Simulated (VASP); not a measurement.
# CsSrF3 (P4/mmm) in VASP: a series of runs

Runs on CsSrF3. Level: LDA. Tasks: single point.

Everything below comes from runs of VASP 6.6.1. Logs are shortened: lines on timing, memory, paths and dates and some standing lists are left out, and cuts for length are marked.

### 1 The cell of the first run

It takes space group P4/mmm (No. 123, tetragonal). Conventional cell: a = 4.692 Å, b = 4.692 Å, c = 4.763 Å, α = 90.00°, β = 90.00°, γ = 90.00°. Cs (site symmetry 4/mmm) has 12 F at 3.32 to 3.34 Å and 8 Sr at 4.08 Å within 4.4 Å. Sr (site symmetry 4/mmm) has 6 F at 2.35 to 2.38 Å within 3.1 Å. F (site symmetry mmm) has 2 Sr at 2.35 Å within 3.1 Å. F (site symmetry 4/mmm) has 2 Sr at 2.38 Å within 3.1 Å.

### 2 Single point, LDA (strain -0.015 along x and y, +0.000 along z)

Input file INCAR:

```
PREC     = Accurate       # precision mode
ENCUT    = 520            # plane-wave cutoff, eV
EDIFF    = 1E-7           # SCF threshold, eV
ISMEAR   = 0              # smearing method
SIGMA    = 0.05           # smearing width, eV
LREAL    = F              # projectors in reciprocal space
LASPH    = T              # aspherical terms in the spheres
NELM     = 100            # most SCF steps
ALGO     = Normal         # electronic algorithm
ISIF     = 2              # what is computed and relaxed
LWAVE    = F              # write WAVECAR
LCHARG   = F              # write CHGCAR
GGA      = CA             # functional
NBANDS   = 28             # bands
```

Input file KPOINTS:

```
regular mesh
0
Gamma
  6 6 6
```

Input file POSCAR:

```
CsSrF3
1.0
    4.6917983048      0.0000000000      0.0000000000
    0.0000000000      4.6917983048      0.0000000000
    0.0000000000      0.0000000000      4.7632470100
Cs Sr F
1 1 3
Direct
    0.0000000000      0.0000000000      0.0000000000
    0.5000000000      0.5000000000      0.5000000000
    0.0000000000      0.5000000000      0.5000000000
    0.5000000000      0.0000000000      0.5000000000
    0.5000000000      0.5000000000      0.0000000000
```

Potentials or basis: VASP PAW LDA potentials, release 64 (Cs_sv, Sr_sv, F).

Started as:

```console
$ cat potpaw_LDA.64/Cs_sv/POTCAR potpaw_LDA.64/Sr_sv/POTCAR potpaw_LDA.64/F/POTCAR > POTCAR
$ mpirun -np 1 vasp_std > vasp.out
```

OUTCAR:

```text
PREC = Accurate
   ENCUT = 520
   EDIFF = 1E-7
   ISMEAR = 0
   LREAL = F
   LASPH = T
   NELM = 100
   ISIF = 2
   GGA = CA

 ion  position               nearest neighbor table
   1  0.000  0.000  0.000-   2 4.08   2 4.08   2 4.08   2 4.08   2 4.08   2 4.08   2 4.08   2 4.08

   2  0.500  0.500  0.500-   3 2.35   4 2.35   4 2.35   3 2.35   5 2.38   5 2.38   1 4.08   1 4.08
                             1 4.08   1 4.08   1 4.08   1 4.08   1 4.08   1 4.08
   3  0.000  0.500  0.500-   2 2.35   2 2.35
   4  0.500  0.000  0.500-   2 2.35   2 2.35
   5  0.500  0.500  0.000-   2 2.38   2 2.38

  LATTYP: Found a simple tetragonal cell.
 ALAT       =     4.6917983048
 C/A-ratio  =     1.0152284264

  Lattice vectors:

 A1 = (   4.6917983048,   0.0000000000,   0.0000000000)
 A2 = (   0.0000000000,   4.6917983048,   0.0000000000)
 A3 = (   0.0000000000,   0.0000000000,   4.7632470100)

Analysis of symmetry for initial positions (statically):
=====================================================================
 Subroutine PRICEL returns:
 Original cell was already a primitive cell.

 Routine SETGRP: Setting up the symmetry group for a
 simple tetragonal supercell.

 Subroutine GETGRP returns: Found 16 space group operations
 (whereof 16 operations were pure point group operations)
 out of a pool of 16 trial point group operations.

The static configuration has the point symmetry D_4h.

Analysis of symmetry for dynamics (positions and initial velocities):
=====================================================================
 Subroutine PRICEL returns:
 Original cell was already a primitive cell.

 Routine SETGRP: Setting up the symmetry group for a
 simple tetragonal supercell.

 Subroutine GETGRP returns: Found 16 space group operations
 (whereof 16 operations were pure point group operations)
 out of a pool of 16 trial point group operations.

The dynamic configuration has the point symmetry D_4h.

 Subroutine INISYM returns: Found 16 space group operations
 (whereof 16 operations are pure point group operations),
 and found     1 'primitive' translations

----------------------------------------------------------------------------------------

                                     Primitive cell

  volume of cell :     104.8532

  direct lattice vectors                    reciprocal lattice vectors
     4.691798305  0.000000000  0.000000000     0.213137892  0.000000000  0.000000000
     0.000000000  4.691798305  0.000000000     0.000000000  0.213137892  0.000000000
     0.000000000  0.000000000  4.763247010     0.000000000  0.000000000  0.209940824

  length of vectors
     4.691798305  4.691798305  4.763247010     0.213137892  0.213137892  0.209940824

  position of ions in fractional coordinates (direct lattice)
     0.000000000  0.000000000  0.000000000
     0.500000000  0.500000000  0.500000000
     0.000000000  0.500000000  0.500000000
     0.500000000  0.000000000  0.500000000
     0.500000000  0.500000000  0.000000000

  ion indices of the primitive-cell ions
   primitive index   ion index
                 1           1
                 2           2
                 3           3
                 4           4
                 5           5

----------------------------------------------------------------------------------------

 KPOINTS: regular mesh

Automatic generation of k-mesh.
 Grid dimensions read from file:
 generate k-points for:    6    6    6

 Generating k-lattice:

  Cartesian coordinates                     Fractional coordinates (reciprocal lattice)
     0.035522982  0.000000000  0.000000000     0.166666667  0.000000000  0.000000000
     0.000000000  0.035522982  0.000000000     0.000000000  0.166666667  0.000000000
     0.000000000  0.000000000  0.034990137     0.000000000  0.000000000  0.166666667

  Length of vectors
     0.035522982  0.035522982  0.034990137

  Shift w.r.t. Gamma in fractional coordinates (k-lattice)
     0.000000000  0.000000000  0.000000000

 Subroutine IBZKPT returns following result:
 ===========================================

 Found     40 irreducible k-points:

 Following reciprocal coordinates:
            Coordinates               Weight
  0.000000  0.000000  0.000000      1.000000
  0.166667  0.000000  0.000000      4.000000
  0.333333  0.000000  0.000000      4.000000
  0.500000  0.000000  0.000000      2.000000
  0.166667  0.166667  0.000000      4.000000
  0.333333  0.166667  0.000000      8.000000
[... 16 lines left out ...]
  0.333333  0.000000  0.333333      8.000000
  0.500000  0.000000  0.333333      4.000000
 [... further k-points ...]
   k-points           NKPTS =     40   k-points in BZ     NKDIM =     40   number of bands    NBANDS=     28
   number of dos      NEDOS =    301   number of ions     NIONS =      5
   total plane-waves  NPLWV =  46656
   dimension x,y,z NGX =    36 NGY =   36 NGZ =   36
   dimension x,y,z NGXF=    72 NGYF=   72 NGZF=   72
   ions per type =               1   1   3
   NGX,Y,Z   is equivalent  to a cutoff of  12.76, 12.76, 12.56 a.u.
   NGXF,Y,Z  is equivalent  to a cutoff of  25.51, 25.51, 25.13 a.u.
 SYSTEM =  unknown system
   PREC   = accura    normal or accurate (medium, high low for compatibility)
   ISTART =      0    job   : 0-new  1-cont  2-samecut
   ICHARG =      2    charge: 1-file 2-atom 10-const
   ISPIN  =      1    spin polarized calculation?
   LNONCOLLINEAR =      F non collinear calculations
   LSORBIT =      F    spin-orbit coupling
   LASPH  =      T    aspherical Exc in radial PAW
   ENCUT  =  520.0 eV  38.22 Ry    6.18 a.u.   8.72  8.72  8.86*2*pi/ulx,y,z
   NELM   =    100;   NELMIN=  2; NELMDL= -5     # of ELM steps
   EDIFF  = 0.1E-06   stopping-criterion for ELM
   LREAL  =      F    real-space projection
   EDIFFG = 0.1E-05   stopping-criterion for IOM
   NSW    =      0    number of steps for IOM
   IBRION =     -1    ionic relax: 0-MD 1-quasi-New 2-CG
   NFREE  =      0    steps in history (QN), initial steepest desc. (CG)
   ISIF   =      2    stress and relaxation
   ISYM   =      2    0-nonsym 1-usesym 2-fastsym
   POTIM  = 0.5000    time-step for ionic-motion
   TEBEG  =    0.0;   TEEND  =   0.0 temperature during run
   PSTRESS=    0.0 pullay stress
   NELECT =      40.0000    total number of electrons
   NUPDOWN=      -1.0000    fix difference up-down
   EMIN   =  10.00;   EMAX   =-10.00  energy-range for DOS
   EFERMI =   0.00;   METHOD = LEGACY
   ISMEAR =     0;   SIGMA  =   0.05  broadening in eV -4-tet -1-fermi 0-gaus
   EFERMI_NEDOS =   21; number of points for ismear=-14 and -15
   IALGO  =     38    algorithm
   IMIX   =      4    mixing-type and parameters
     AMIX     =   0.40;   BMIX     =  1.00
     AMIX_MAG =   1.60;   BMIX_MAG =  1.00
  volume/ion in A,a.u.               =      20.97       141.52
  Fermi-wavevector in a.u.,A,eV,Ry     =   1.187319  2.243708 19.180506  1.409727
  Thomas-Fermi vector in A             =   2.323473
   LORBIT       =      0    0 simple, 1 ext, 2 COOP (PROOUT), +10 PAW based schemes
   GGA     = CA    functional components
   LHFCALC =     F    Hartree Fock is set to
   AEXX    =    0.0000 exact exchange contribution
   IVDW    =     0    specifies the selected vdW correction
   LEPSILON=     F    determine dielectric tensor
   LRPA    =     F    only Hartree local field effects (RPA)
 non-spin polarized calculation
 Gauss-broadening in eV      SIGMA  =   0.05
  energy-cutoff  :      520.00
  volume of cell :      104.85
 maximum number of plane-waves:      2860
 NGX is ok and might be reduce to    36
   NGX = 17   NGY = 17   NGZ = 17

 number of electron      39.9999978 magnetization

 Free energy of the ion-electron system (eV)
  ---------------------------------------------------
  ext. energy  EPLUGINS =         0.00000000
  ---------------------------------------------------
  free energy    TOTEN  =       -27.16498593 eV

  energy without entropy =      -27.16498593  energy(sigma->0) =      -27.16498593

 E-fermi :  -2.0862     XC(G=0):  -9.2238

 val. band max:       -2.3364231137   @ k =   0.0000   0.0000   0.0000
 cond. band min:       3.7929617469   @ k =   0.0000   0.0000   0.0000
 fundamental gap:      6.1293848606
 Fermi energy:        -2.0861863481

 k-point     1 :       0.0000    0.0000    0.0000
  band No.  band energies     occupation
      1     -31.8291      2.00000
      2     -21.0146      2.00000
      3     -20.9612      2.00000
      4     -20.9025      2.00000
      5     -19.9999      2.00000
      6     -14.2811      2.00000
[... 20 lines left out ...]
     27       9.8083      0.00000
     28       9.8520      0.00000

 k-point     2 :       0.1667    0.0000    0.0000
  band No.  band energies     occupation
      1     -31.8257      2.00000
      2     -21.0525      2.00000
      3     -20.9726      2.00000
      4     -20.9010      2.00000
      5     -20.0149      2.00000
      6     -14.2775      2.00000
[... 20 lines left out ...]
     27       9.3060      0.00000
     28       9.3229      0.00000

 k-point     3 :       0.3333    0.0000    0.0000
  band No.  band energies     occupation
      1     -31.8188      2.00000
      2     -21.1645      2.00000
      3     -20.9597      2.00000
      4     -20.8898      2.00000
      5     -20.0465      2.00000
      6     -14.2702      2.00000
[... 20 lines left out ...]
     27       8.4872      0.00000
     28       8.5509      0.00000

 k-point     4 :       0.5000    0.0000    0.0000
  band No.  band energies     occupation
      1     -31.8153      2.00000
      2     -21.2208      2.00000
      3     -20.9527      2.00000
      4     -20.8811      2.00000
      5     -20.0631      2.00000
      6     -14.2665      2.00000
[... 578 lines left out ...]
     27       7.9237      0.00000
     28       8.1284      0.00000

 k-point    23 :       0.3333    0.0000    0.3333
  band No.  band energies     occupation
      1     -31.8107      2.00000
      2     -21.1434      2.00000
      3     -21.0443      2.00000
      4     -20.9529      2.00000
      5     -20.0691      2.00000
      6     -14.2619      2.00000
[... 20 lines left out ...]
     27       8.0138      0.00000
     28       8.6164      0.00000

 k-point    24 :       0.5000    0.0000    0.3333
  band No.  band energies     occupation
      1     -31.8072      2.00000
      2     -21.2003      2.00000
      3     -21.0357      2.00000
      4     -20.9503      2.00000
      5     -20.0783      2.00000
      6     -14.2585      2.00000
[... 20 lines left out ...]
     27       8.4967      0.00000
     28       9.5118      0.00000

 [... further k-points ...]
[... 5 lines left out ...]
  --------------------------------------------------------------------------------------
  -------------------------------------------------------------------------------------
  Total       -0.8600160     -0.8600160     -1.6855067      0.0000000      0.0000000      0.0000000
  in kB      -13.1412099    -13.1412099    -25.7548661      0.0000000      0.0000000      0.0000000
  external PRESSURE =     -17.3457620 kB  Pullay stress =       0.0000000 kB

 VOLUME and BASIS-vectors are now :
 -----------------------------------------------------------------------------
  energy-cutoff  :      520.00
  volume of cell :      104.85
      direct lattice vectors                 reciprocal lattice vectors
     4.691798305  0.000000000  0.000000000     0.213137892  0.000000000  0.000000000
     0.000000000  4.691798305  0.000000000     0.000000000  0.213137892  0.000000000
     0.000000000  0.000000000  4.763247010     0.000000000  0.000000000  0.209940824

 POSITION                                       TOTAL-FORCE (eV/Angst)
 -----------------------------------------------------------------------------------
      0.00000      0.00000      0.00000         0.000000      0.000000      0.000000
      2.34590      2.34590      2.38162         0.000000      0.000000      0.000000
      0.00000      2.34590      2.38162         0.000000      0.000000      0.000000
      2.34590      0.00000      2.38162         0.000000      0.000000      0.000000
      2.34590      2.34590      0.00000         0.000000      0.000000      0.000000
 -----------------------------------------------------------------------------------
    total drift:                                0.000000      0.000000      0.000000

  FREE ENERGIE OF THE ION-ELECTRON SYSTEM (eV)
  ---------------------------------------------------
  free  energy   TOTEN  =       -27.1649859322 eV

  energy  without entropy=      -27.1649859322  energy(sigma->0) =      -27.16498593
```

Wall time 54 s (1 thread of AMD EPYC 9R45 (Zen 5), shared host); peak memory 0.22 GiB.

Results:

| Property | Result |
| --- | --- |
| Free energy | -27.1650 eV |
| Pressure | -1.7 GPa |
| Band gap on the k mesh | 6.13 eV, direct |

Stress tensor (GPa, compression positive):
```
-1.31  0.00  0.00
 0.00 -1.31  0.00
 0.00  0.00 -2.58
```

Levels at points of the mesh, in eV from the valence-band top:
| k point | band 16 | band 17 | band 18 | band 19 | band 20 | band 21 | band 22 | band 23 | band 24 | band 25 |
| --- | --- | --- | --- | --- | --- | --- | --- | --- | --- | --- |
| (0.00, 0.00, 0.00) | -0.29 | -0.29 | -0.03 | 0.00 | 0.00 | 6.13 | 7.54 | 7.57 | 8.48 | 8.48 |
| (0.50, 0.00, 0.00) | -0.53 | -0.52 | -0.52 | -0.04 | -0.01 | 7.80 | 8.44 | 9.24 | 9.40 | 10.02 |
| (0.50, 0.50, 0.00) | -0.74 | -0.26 | -0.26 | -0.11 | -0.06 | 8.08 | 8.58 | 8.89 | 8.89 | 10.89 |
| (0.00, 0.00, 0.50) | -0.57 | -0.44 | -0.44 | -0.01 | -0.01 | 7.77 | 8.35 | 9.22 | 9.44 | 9.99 |
| (0.50, 0.00, 0.50) | -0.66 | -0.33 | -0.33 | -0.10 | -0.02 | 8.10 | 8.52 | 8.95 | 8.98 | 10.73 |
| (0.50, 0.50, 0.50) | -0.68 | -0.68 | -0.10 | -0.09 | -0.09 | 8.38 | 8.38 | 8.41 | 10.42 | 10.42 |

Caveat: the cell differs from its parent crystal (strain -0.015 along x and y, +0.000 along z); spin-orbit coupling is left out, which moves the levels of the heavy elements.

### 3 Single point, LDA (strain +0.000 along x and y, -0.015 along z)

Input file INCAR:

```
SYSTEM = CsSrF3
PREC = Accurate
ENCUT = 520
EDIFF = 1E-6
ISMEAR = 0
SIGMA = 0.05
LREAL = .False.
LASPH = .True.
NELM = 60
ALGO = Normal
ISIF = 2
LWAVE = .False.
LCHARG = .False.
GGA = CA
NBANDS = 28
```

Input file KPOINTS:

```
regular mesh
0
Gamma
  6 6 6
  0 0 0
```

POSCAR, as its differences from that of step 2:

```diff
@@ -2,5 +2,5 @@
 1.0
-    4.6917983048      0.0000000000      0.0000000000
-    0.0000000000      4.6917983048      0.0000000000
-    0.0000000000      0.0000000000      4.7632470100
+    4.7632470100      0.0000000000      0.0000000000
+    0.0000000000      4.7632470100      0.0000000000
+    0.0000000000      0.0000000000      4.6917983048
 Cs Sr F
```

Potentials or basis: VASP PAW LDA potentials, release 64 (Cs_sv, Sr_sv, F).

Started as:

```console
$ cat potpaw_LDA.64/Cs_sv/POTCAR potpaw_LDA.64/Sr_sv/POTCAR potpaw_LDA.64/F/POTCAR > POTCAR
$ mpirun -np 1 vasp_std > vasp.out
```

Wall time 51 s (1 thread of AMD EPYC 9R45 (Zen 5), shared host); peak memory 0.22 GiB.

It converged, with:

```
Free energy            : -27.1461 eV
Pressure               : -2.4 GPa
Band gap on the k mesh : 6.07 eV, direct
```

Stress tensor (GPa, compression positive):
```
-2.81  0.00  0.00
 0.00 -2.81  0.00
 0.00  0.00 -1.56
```

Levels at points of the mesh, in eV from the valence-band top:
```csv
k point,band 18,band 19,band 20,band 21,band 22,band 23
"(0.00, 0.00, 0.00)",-0.03,-0.03,0.00,6.07,7.53,7.56
"(0.50, 0.00, 0.00)",-0.44,-0.04,-0.01,7.72,8.36,9.11
"(0.50, 0.50, 0.00)",-0.34,-0.08,-0.03,8.06,8.45,8.94
"(0.00, 0.00, 0.50)",-0.50,-0.04,-0.04,7.76,8.45,9.13
"(0.50, 0.00, 0.50)",-0.27,-0.08,-0.06,8.04,8.50,8.86
"(0.50, 0.50, 0.50)",-0.07,-0.07,-0.07,8.34,8.37,8.37
```

Caveat: the cell differs from its parent crystal (strain +0.000 along x and y, -0.015 along z); spin-orbit coupling is left out, which moves the levels of the heavy elements.
